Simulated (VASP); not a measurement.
Input of a VASP 6.6.1 run:

The input INCAR:

```
SYSTEM = W3S2
PREC = Accurate
ENCUT = 520
EDIFF = 1E-7
ISMEAR = 0
SIGMA = 0.1
LREAL = .False.
LASPH = .True.
NELM = 60
ALGO = Normal
ISIF = 2
LWAVE = .False.
LCHARG = .True.
GGA = PE
LELF = .True.
LVHAR = .True.
NBANDS = 35
```

File KPOINTS:

```
regular mesh
0
Gamma
  12 12 8
  0 0 0
```

Contents of POSCAR:

```
W3S2
1.0
    4.0388373909      0.0000000000      0.0000000000
   -2.0194186955      3.4977357823      0.0000000000
    0.0000000000      0.0000000000      5.3507241483
W S
3 2
Direct
    0.0000000000      0.0000000000      0.0000000000
    0.3333333333      0.6666666667      0.6539508281
    0.6666666667      0.3333333333      0.3460491719
    0.3333333333      0.6666666667      0.2080494825
    0.6666666667      0.3333333333      0.7919505175
```

Potentials or basis: VASP PAW PBE potentials, release 64 (W_sv, S).

The run is started by

```bash
$ cat potpaw_PBE.64/W_sv/POTCAR potpaw_PBE.64/S/POTCAR > POTCAR
$ mpirun -np 1 vasp_std > vasp.out
```

Task: What does it give for the band gap on the k mesh?

Result: Zero (bands 27 and 28 overlap by 1.32 eV).

Task: Predict the pressure.

Result: 0.5 GPa.

Task: What does it give for the largest force?

Result: 0.022 eV/Å.

Forces on the atoms (eV/Å):
```
W    0.000  0.000  0.000
W    0.000  0.000 -0.014
W    0.000  0.000  0.014
S    0.000  0.000 -0.022
S    0.000  0.000  0.022
```

Caveat: spin-orbit coupling is left out, which moves the levels of the heavy elements.
